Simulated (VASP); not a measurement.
# Os (P6_3/mmc) in VASP: further runs

The runs below take Os through single point, with BLYP.

Program: VASP 6.6.1. These are calculated values, not measurements. Logs are shortened: lines on timing, memory, paths and dates and some standing lists are left out, and cuts for length are marked.

## Step 1: The cell of the first run

The structure is hexagonal, space group P6_3/mmc (No. 194). Conventional cell: a = 2.681 Å, b = 2.681 Å, c = 4.215 Å, α = 90.00°, β = 90.00°, γ = 120.00°. Os (site symmetry -6m2) has 12 Os at 2.61 to 2.68 Å within 3.4 Å.

## Step 2: Single point, BLYP (13.12 Å³/atom)

Input file INCAR:

```
SYSTEM = Os
AGGAC = 1.0
AGGAX = 1.0
ALDAC = 0.0
ALDAX = 1.0
ALGO = Normal
EDIFF = 1E-6
ENCUT = 520
GGA = B5
ISIF = 2
ISMEAR = -1
LASPH = .TRUE.
LCHARG = .FALSE.
LREAL = .FALSE.
LWAVE = .FALSE.
NBANDS = 15
NELM = 80
PREC = Accurate
SIGMA = 0.1
```

Input file KPOINTS:

```
k-points
0
G
  21 21 12
  0 0 0
```

Input file POSCAR:

```
Os
1.0
    2.6812320540      0.0000000000      0.0000000000
   -1.3406160270      2.3220150722      0.0000000000
    0.0000000000      0.0000000000      4.2148204273
Os
2
Direct
    0.3333333333      0.6666666667      0.2500000000
    0.6666666667      0.3333333333      0.7500000000
```

Potentials or basis: VASP PAW PBE potentials, release 64 (Os).

The run is started by

```console
cat potpaw_PBE.64/Os/POTCAR > POTCAR
mpirun -np 1 vasp_std > vasp.out
```

OUTCAR:

```text
SYSTEM = Os
   EDIFF = 1E-6
   ENCUT = 520
   GGA = B5
   ISIF = 2
   ISMEAR = -1
   LASPH = .TRUE.
   LREAL = .FALSE.
   NELM = 80
   PREC = Accurate

 ion  position               nearest neighbor table
   1  0.333  0.667  0.250-   2 2.61   2 2.61   2 2.61   2 2.61   2 2.61   2 2.61
   2  0.667  0.333  0.750-   1 2.61   1 2.61   1 2.61   1 2.61   1 2.61   1 2.61

  LATTYP: Found a hexagonal cell.
 ALAT       =     2.6812320540
 C/A-ratio  =     1.5719715200

  Lattice vectors:

 A1 = (   2.6812320540,   0.0000000000,   0.0000000000)
 A2 = (  -1.3406160270,   2.3220150722,   0.0000000000)
 A3 = (   0.0000000000,   0.0000000000,   4.2148204273)

Analysis of symmetry for initial positions (statically):
=====================================================================
 Subroutine PRICEL returns:
 Original cell was already a primitive cell.

 Routine SETGRP: Setting up the symmetry group for a
 hexagonal supercell.

 Subroutine GETGRP returns: Found 24 space group operations
 (whereof 12 operations were pure point group operations)
 out of a pool of 24 trial point group operations.

The static configuration has the point symmetry D_3d.
 The point group associated with its full space group is D_6h.

Analysis of symmetry for dynamics (positions and initial velocities):
=====================================================================
 Subroutine PRICEL returns:
 Original cell was already a primitive cell.

 Routine SETGRP: Setting up the symmetry group for a
 hexagonal supercell.

 Subroutine GETGRP returns: Found 24 space group operations
 (whereof 12 operations were pure point group operations)
 out of a pool of 24 trial point group operations.

The dynamic configuration has the point symmetry D_3d.
 The point group associated with its full space group is D_6h.

 Subroutine INISYM returns: Found 24 space group operations
 (whereof 12 operations are pure point group operations),
 and found     1 'primitive' translations

----------------------------------------------------------------------------------------

                                     Primitive cell

  volume of cell :      26.2409

  direct lattice vectors                    reciprocal lattice vectors
     2.681232054  0.000000000  0.000000000     0.372962869  0.215330213  0.000000000
    -1.340616027  2.322015072  0.000000000     0.000000000  0.430660426  0.000000000
     0.000000000  0.000000000  4.214820427     0.000000000  0.000000000  0.237258032

  length of vectors
     2.681232054  2.681232054  4.214820427     0.430660426  0.430660426  0.237258032

  position of ions in fractional coordinates (direct lattice)
     0.333333333  0.666666667  0.250000000
     0.666666667  0.333333333  0.750000000

  ion indices of the primitive-cell ions
   primitive index   ion index
                 1           1
                 2           2

----------------------------------------------------------------------------------------

 KPOINTS: k-points

Automatic generation of k-mesh.
 Grid dimensions read from file:
 generate k-points for:   21   21   12

 Generating k-lattice:

  Cartesian coordinates                     Fractional coordinates (reciprocal lattice)
     0.017760137  0.010253820  0.000000000     0.047619048  0.000000000  0.000000000
     0.000000000  0.020507639  0.000000000     0.000000000  0.047619048  0.000000000
     0.000000000  0.000000000  0.019771503     0.000000000  0.000000000  0.083333333

  Length of vectors
     0.020507639  0.020507639  0.019771503

  Shift w.r.t. Gamma in fractional coordinates (k-lattice)
     0.000000000  0.000000000  0.000000000

 Subroutine IBZKPT returns following result:
 ===========================================

 Found    336 irreducible k-points:

 Following reciprocal coordinates:
            Coordinates               Weight
  0.000000  0.000000  0.000000      1.000000
  0.047619 -0.000000  0.000000      6.000000
  0.095238 -0.000000  0.000000      6.000000
  0.142857  0.000000  0.000000      6.000000
  0.190476 -0.000000  0.000000      6.000000
  0.238095  0.000000  0.000000      6.000000
[... 16 lines left out ...]
  0.142857  0.095238  0.000000     12.000000
  0.190476  0.095238  0.000000     12.000000
 [... further k-points ...]
   k-points           NKPTS =    336   k-points in BZ     NKDIM =    336   number of bands    NBANDS=     15
   number of dos      NEDOS =    301   number of ions     NIONS =      2
   total plane-waves  NPLWV =  12800
   dimension x,y,z NGX =    20 NGY =   20 NGZ =   32
   dimension x,y,z NGXF=    40 NGYF=   40 NGZF=   64
   ions per type =               2
   NGX,Y,Z   is equivalent  to a cutoff of  12.40, 12.40, 12.62 a.u.
   NGXF,Y,Z  is equivalent  to a cutoff of  24.80, 24.80, 25.24 a.u.
 SYSTEM =  Os
   PREC   = accura    normal or accurate (medium, high low for compatibility)
   ISTART =      0    job   : 0-new  1-cont  2-samecut
   ICHARG =      2    charge: 1-file 2-atom 10-const
   ISPIN  =      1    spin polarized calculation?
   LNONCOLLINEAR =      F non collinear calculations
   LSORBIT =      F    spin-orbit coupling
   LASPH  =      T    aspherical Exc in radial PAW
   ENCUT  =  520.0 eV  38.22 Ry    6.18 a.u.   4.99  4.99  7.84*2*pi/ulx,y,z
   NELM   =     80;   NELMIN=  2; NELMDL= -5     # of ELM steps
   EDIFF  = 0.1E-05   stopping-criterion for ELM
   LREAL  =      F    real-space projection
   EDIFFG = 0.1E-04   stopping-criterion for IOM
   NSW    =      0    number of steps for IOM
   IBRION =     -1    ionic relax: 0-MD 1-quasi-New 2-CG
   NFREE  =      0    steps in history (QN), initial steepest desc. (CG)
   ISIF   =      2    stress and relaxation
   ISYM   =      2    0-nonsym 1-usesym 2-fastsym
   POTIM  = 0.5000    time-step for ionic-motion
   TEBEG  =    0.0;   TEEND  =   0.0 temperature during run
   PSTRESS=    0.0 pullay stress
   NELECT =      16.0000    total number of electrons
   NUPDOWN=      -1.0000    fix difference up-down
   EMIN   =  10.00;   EMAX   =-10.00  energy-range for DOS
   EFERMI =   0.00;   METHOD = LEGACY
   ISMEAR =    -1;   SIGMA  =   0.10  broadening in eV -4-tet -1-fermi 0-gaus
   EFERMI_NEDOS =   21; number of points for ismear=-14 and -15
   IALGO  =     38    algorithm
   IMIX   =      4    mixing-type and parameters
     AMIX     =   0.40;   BMIX     =  1.00
     AMIX_MAG =   1.60;   BMIX_MAG =  1.00
  volume/ion in A,a.u.               =      13.12        88.54
  Fermi-wavevector in a.u.,A,eV,Ry     =   1.388210  2.623337 26.220173  1.927128
  Thomas-Fermi vector in A             =   2.512358
   LORBIT       =      0    0 simple, 1 ext, 2 COOP (PROOUT), +10 PAW based schemes
   GGA     = B5    functional components
   LHFCALC =     F    Hartree Fock is set to
   AEXX    =    0.0000 exact exchange contribution
   IVDW    =     0    specifies the selected vdW correction
   LEPSILON=     F    determine dielectric tensor
   LRPA    =     F    only Hartree local field effects (RPA)
 non-spin polarized calculation
  energy-cutoff  :      520.00
  volume of cell :       26.24
 maximum number of plane-waves:       732
 NGX is ok and might be reduce to    20
   NGX =  9   NGY =  9   NGZ = 15

 number of electron      16.0000001 magnetization

 Free energy of the ion-electron system (eV)
  ---------------------------------------------------
  ext. energy  EPLUGINS =         0.00000000
  ---------------------------------------------------
  free energy    TOTEN  =       -18.65286226 eV

  energy without entropy =      -18.61445064  energy(sigma->0) =      -18.63365645

 E-fermi :  11.1354     XC(G=0): -13.7085

 val. band max:       11.1347428791   @ k =   0.1905   0.1429   0.0833
 cond. band min:      11.1427136741   @ k =   0.2857   0.0952   0.0000
 fundamental gap:      0.0079707950
 Fermi energy:        11.1353928668

 k-point     1 :       0.0000    0.0000    0.0000
  band No.  band energies     occupation
      1      -0.2289      2.00000
      2       2.7381      2.00000
      3       7.7029      2.00000
      4       7.7029      2.00000
      5       8.0543      2.00000
      6       8.6441      2.00000
      7       8.6441      2.00000
      8       9.3004      2.00000
      9       9.3004      2.00000
     10      11.5443      0.03297
     11      12.9393      0.00000
     12      12.9393      0.00000
     13      21.0909      0.00000
     14      25.4052      0.00000
     15      28.2290      0.00000

 k-point     2 :       0.0476   -0.0000    0.0000
  band No.  band energies     occupation
      1      -0.1293      2.00000
      2       2.8269      2.00000
      3       7.4619      2.00000
      4       7.7914      2.00000
      5       8.2692      2.00000
      6       8.5829      2.00000
      7       8.7272      2.00000
      8       9.1871      2.00000
      9       9.2265      2.00000
     10      10.9193      1.79344
     11      12.9937      0.00000
     12      13.7022      0.00000
     13      21.0909      0.00000
     14      25.6179      0.00000
     15      28.3597      0.00000

 k-point     3 :       0.0952   -0.0000    0.0000
  band No.  band energies     occupation
      1       0.1629      2.00000
      2       3.0800      2.00000
      3       7.0755      2.00000
      4       8.0546      2.00000
      5       8.3891      2.00000
      6       8.6308      2.00000
      7       8.7752      2.00000
      8       8.9736      2.00000
      9       9.0249      2.00000
     10      10.1470      1.99990
     11      13.1377      0.00000
     12      14.9648      0.00000
     13      21.0735      0.00000
     14      26.2217      0.00000
     15      28.7198      0.00000
[... 343 lines left out ...]
 k-point    23 :       0.1429    0.0952    0.0000
  band No.  band energies     occupation
      1       1.4826      2.00000
      2       4.0652      2.00000
      3       6.1061      2.00000
      4       6.9751      2.00000
      5       7.9009      2.00000
      6       8.0252      2.00000
      7       9.3971      2.00000
      8       9.4401      2.00000
      9       9.4813      2.00000
     10      10.3859      1.99889
     11      13.5044      0.00000
     12      18.2702      0.00000
     13      20.8077      0.00000
     14      27.7675      0.00000
     15      29.0817      0.00000

 k-point    24 :       0.1905    0.0952    0.0000
  band No.  band energies     occupation
      1       2.1466      2.00000
      2       4.3280      2.00000
      3       5.9568      2.00000
      4       6.2217      2.00000
      5       7.7441      2.00000
      6       7.8153      2.00000
      7       9.2510      2.00000
      8       9.8564      1.99999
      9      10.2018      1.99982
     10      11.1572      0.89137
     11      13.6382      0.00000
     12      19.5861      0.00000
     13      20.6312      0.00000
     14      26.5656      0.00000
     15      27.8165      0.00000

 [... further k-points ...]

------------------------ aborting loop because EDIFF is reached ----------------------------------------

  FORCE on cell =-STRESS in cart. coord.  units (eV):
  Direction    XX          YY          ZZ          XY          YZ          ZX
  --------------------------------------------------------------------------------------
  -------------------------------------------------------------------------------------
  Total       10.4200783     10.4200783     11.4218377     -0.0000000      0.0000000      0.0000000
  in kB      636.2137491    636.2137491    697.3776959     -0.0000000      0.0000000      0.0000000
  external PRESSURE =     656.6017314 kB  Pullay stress =       0.0000000 kB

 VOLUME and BASIS-vectors are now :
 -----------------------------------------------------------------------------
  energy-cutoff  :      520.00
  volume of cell :       26.24
      direct lattice vectors                 reciprocal lattice vectors
     2.681232054  0.000000000  0.000000000     0.372962869  0.215330213  0.000000000
    -1.340616027  2.322015072  0.000000000     0.000000000  0.430660426  0.000000000
     0.000000000  0.000000000  4.214820427     0.000000000  0.000000000  0.237258032

 POSITION                                       TOTAL-FORCE (eV/Angst)
 -----------------------------------------------------------------------------------
     -0.00000      1.54801      1.05371         0.000000     -0.000000      0.000000
      1.34062      0.77401      3.16112        -0.000000      0.000000      0.000000
 -----------------------------------------------------------------------------------
    total drift:                                0.000000     -0.000000     -0.000000

  FREE ENERGIE OF THE ION-ELECTRON SYSTEM (eV)
  ---------------------------------------------------
  free  energy   TOTEN  =       -18.6528622616 eV

  energy  without entropy=      -18.6144506378  energy(sigma->0) =      -18.63365645
```

Wall time 42 s (1 thread of Intel Xeon 6975P-C (Granite Rapids), shared host); peak memory 0.23 GiB.

What came out:

```yaml
Free_energy: -18.6529 eV
Pressure: 65.7 GPa
Band_gap_on_the_k_mesh: zero (bands 8 and 9 overlap by 4.32 eV)
```

Levels at points of the mesh, in eV from the Fermi level:
```
           k point  band 6  band 7  band 8  band 9  band 10  band 11
(0.00, 0.00, 0.00)   -2.49   -2.49   -1.83   -1.83     0.41     1.80
(0.00, 0.00, 0.50)   -3.66   -3.66   -3.66    0.95     0.95     0.95
```

Caveat: the cell stands under pressure; the PAW data sets were made with another functional, which shifts forces and pressure a little; spin-orbit coupling is left out, which moves the levels of the heavy elements.

## Step 3: Single point, BLYP (13.72 Å³/atom)

This run uses another cell than the first one, of 13.72 Å³/atom.

Input file INCAR:

```
SYSTEM = Os
PREC = Accurate ; ENCUT = 520
EDIFF = 1E-6 ; ISMEAR = -1
SIGMA = 0.1 ; LREAL = .False.
LASPH = .True. ; NELM = 100
ALGO = Normal ; ISIF = 2
LWAVE = .False. ; LCHARG = .False.
GGA = B5 ; ALDAX = 1.0
AGGAX = 1.0 ; AGGAC = 1.0
ALDAC = 0.0 ; NBANDS = 15
```

Input file KPOINTS:

```
regular mesh
0
Gamma
  21 21 12
  0 0 0
```

Input file POSCAR:

```
Os
1.0
    2.7212563437      0.0000000000      0.0000000000
   -1.3606281718      2.3566771238      0.0000000000
    0.0000000000      0.0000000000      4.2777374707
Os
2
Direct
    0.3333333333      0.6666666667      0.2500000000
    0.6666666667      0.3333333333      0.7500000000
```

Potentials or basis: VASP PAW PBE potentials, release 64 (Os).

The run is started by

```console
cat potpaw_PBE.64/Os/POTCAR > POTCAR
mpirun -np 1 vasp_std > vasp.out
```

Wall time 43 s (1 thread of Intel Xeon 6975P-C (Granite Rapids), shared host); peak memory 0.23 GiB.

The run converged. Its results:

| Quantity | Value |
| --- | --- |
| Free energy | -19.0410 eV |
| Pressure | 39.5 GPa |
| Band gap on the k mesh | zero (bands 8 and 9 overlap by 4.03 eV) |

Stress tensor (GPa, compression positive):
```
38.19  0.00  0.00
 0.00 38.19  0.00
 0.00  0.00 42.19
```

Levels at points of the mesh, in eV from the Fermi level:
```csv
k point,band 5,band 6,band 7,band 8,band 9,band 10,band 11,band 12
"(0.00, 0.00, 0.00)",-2.88,-2.33,-2.33,-1.72,-1.72,0.38,1.69,1.69
"(0.00, 0.00, 0.50)",-3.42,-3.42,-3.42,-3.42,0.87,0.87,0.87,0.87
```

Caveat: the cell stands under pressure; the PAW data sets were made with another functional, which shifts forces and pressure a little; spin-orbit coupling is left out, which moves the levels of the heavy elements.

## Step 4: Single point, BLYP (14.31 Å³/atom)

This run uses another cell than the first one, of 14.31 Å³/atom.

Input file INCAR:

```
SYSTEM = Os
PREC = Accurate
ENCUT = 520
EDIFF = 1E-7
ISMEAR = -1
SIGMA = 0.1
LREAL = .False.
LASPH = .True.
NELM = 100
ALGO = Normal
ISIF = 2
LWAVE = .False.
LCHARG = .False.
GGA = B5
ALDAX = 1.0
AGGAX = 1.0
AGGAC = 1.0
ALDAC = 0.0
NBANDS = 15
```

Input file KPOINTS:

```
Automatic mesh
0
Gamma
  21 21 12
  0 0 0
```

Input file POSCAR:

```
Os
1.0
    2.7601366872      0.0000000000      0.0000000000
   -1.3800683436      2.3903484891      0.0000000000
    0.0000000000      0.0000000000      4.3388562635
Os
2
Direct
    0.3333333333      0.6666666667      0.2500000000
    0.6666666667      0.3333333333      0.7500000000
```

The run is started by

```console
cat potpaw_PBE.64/Os/POTCAR > POTCAR
mpirun -np 1 vasp_std > vasp.out
```

It took 57 s on 1 thread of Intel Xeon 6975P-C (Granite Rapids), shared host; peak memory 0.25 GiB.

The run converged. Its results:

| Property | Result |
| --- | --- |
| Free energy | -19.2560 eV |
| Pressure | 18.9 GPa |
| Band gap on the k mesh | zero (bands 8 and 9 overlap by 3.76 eV) |

Stress tensor (GPa, compression positive):
```
18.13  0.00  0.00
 0.00 18.13  0.00
 0.00  0.00 20.44
```

Levels at points of the mesh, in eV from the Fermi level:
```
           k point  band 5  band 6  band 7  band 8  band 9  band 10  band 11  band 12
(0.00, 0.00, 0.00)   -2.70   -2.19   -2.19   -1.62   -1.62     0.37     1.59     1.59
(0.00, 0.00, 0.50)   -3.21   -3.21   -3.21   -3.21    0.81     0.81     0.81     0.81
```

Caveat: the cell stands under pressure; the PAW data sets were made with another functional, which shifts forces and pressure a little; spin-orbit coupling is left out, which moves the levels of the heavy elements.

## Step 5: Single point, BLYP

This run uses another cell than the first one, of 14.91 Å³/atom.

Input file INCAR:

```
SYSTEM = Os
PREC = Accurate
ENCUT = 520
EDIFF = 1E-6
ISMEAR = -1
SIGMA = 0.1
LREAL = .FALSE.
LASPH = .TRUE.
NELM = 100
ALGO = Normal
ISIF = 2
LWAVE = .FALSE.
LCHARG = .FALSE.
GGA = B5
ALDAX = 1.0
AGGAX = 1.0
AGGAC = 1.0
ALDAC = 0.0
NBANDS = 15
```

Input file KPOINTS:

```
regular mesh
0
G
  21 21 12
  0 0 0
```

Input file POSCAR:

```
Os
1.0
    2.7979514778      0.0000000000      0.0000000000
   -1.3989757389      2.4230970584      0.0000000000
    0.0000000000      0.0000000000      4.3983000374
Os
2
Direct
    0.3333333333      0.6666666667      0.2500000000
    0.6666666667      0.3333333333      0.7500000000
```

The run is started by

```console
cat potpaw_PBE.64/Os/POTCAR > POTCAR
mpirun -np 1 vasp_std > vasp.out
```

It took 67 s on 1 thread of Intel Xeon 6975P-C (Granite Rapids), shared host; peak memory 0.25 GiB.

Results (log left out):

| Property | Result |
| --- | --- |
| Free energy | -19.3343 eV |
| Pressure | 2.6 GPa |
| Band gap on the k mesh | zero (bands 8 and 9 overlap by 3.51 eV) |

Stress tensor (GPa, compression positive):
```
2.32 0.00 0.00
0.00 2.32 0.00
0.00 0.00 3.27
```

Levels at points of the mesh, in eV from the Fermi level:
```
           k point  band 4  band 5  band 6  band 7  band 8  band 9  band 10  band 11  band 12  band 13
(0.00, 0.00, 0.00)   -2.82   -2.54   -2.06   -2.06   -1.52   -1.52     0.38     1.49     1.49     8.42
(0.00, 0.00, 0.50)   -3.23   -3.02   -3.02   -3.02   -3.02    0.75     0.75     0.75     0.75    14.00
```

Caveat: the PAW data sets were made with another functional, which shifts forces and pressure a little; spin-orbit coupling is left out, which moves the levels of the heavy elements.

## Step 6: Overview

| cell | gap on the mesh (eV) | pressure (GPa) |
| --- | --- | --- |
| a = 2.681, b = 2.681, c = 4.215 Å, angles 90.0, 90.0, 120.0°, 2 atoms | none | 65.7 |
| a = 2.721, b = 2.721, c = 4.278 Å, angles 90.0, 90.0, 120.0°, 2 atoms | none | 39.5 |
| a = 2.760, b = 2.760, c = 4.339 Å, angles 90.0, 90.0, 120.0°, 2 atoms | none | 18.9 |
| a = 2.798, b = 2.798, c = 4.398 Å, angles 90.0, 90.0, 120.0°, 2 atoms | none | 2.6 |

Alike in all rows: task single point; level BLYP; potentials or basis VASP PAW PBE potentials, release 64 (Os); no spin polarisation; k mesh 21 × 21 × 12; cutoff (eV) 520; smearing fermi-dirac 0.1 eV.

Caveats: the PAW data sets were made with another functional, which shifts forces and pressure a little; spin-orbit coupling is left out, which moves the levels of the heavy elements; the cell stands under pressure (at least some runs).

Absolute energies hang on the potentials; compare differences alone.
